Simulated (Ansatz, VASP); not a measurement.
**One calculation of Be, two programs**

```
Be
1.0
     2.29950    0.00000    0.00000
    -1.14975    1.99143    0.00000
     0.00000    0.00000    3.60090
Be
2
Direct
  0.33333 0.66667 0.25000
  0.66667 0.33333 0.75000
```

Alike in both runs: task electric field gradients; functional PBE; k mesh 20 × 20 × 11; occupations fermi-dirac, width 0.05 eV; no spin polarisation.

```csv
,VASP,Ansatz
version,VASP 6.6.1,Ansatz 0.2.0
potentials or method,"VASP PAW PBE potentials, release 64 (Be), cutoff 520 eV","PAW with Ansatz's default frozen-core files, scalar-relativistic"
valence electrons in the cell,4,4
```

VASP gave:

```
pressure (GPa)                                                : -4.6
traceless stress, the component that is largest in VASP (GPa) : -0.04
size of Vzz on the site where it differs most (V/Å²)          : 0.6
```

**Question.** What did Ansatz give for the same quantities?

**Answer.** Pressure (GPa): -4.7; traceless stress, the component that is largest in VASP (GPa): -0.06; size of Vzz on the site where it differs most (V/Å²): 0.4.
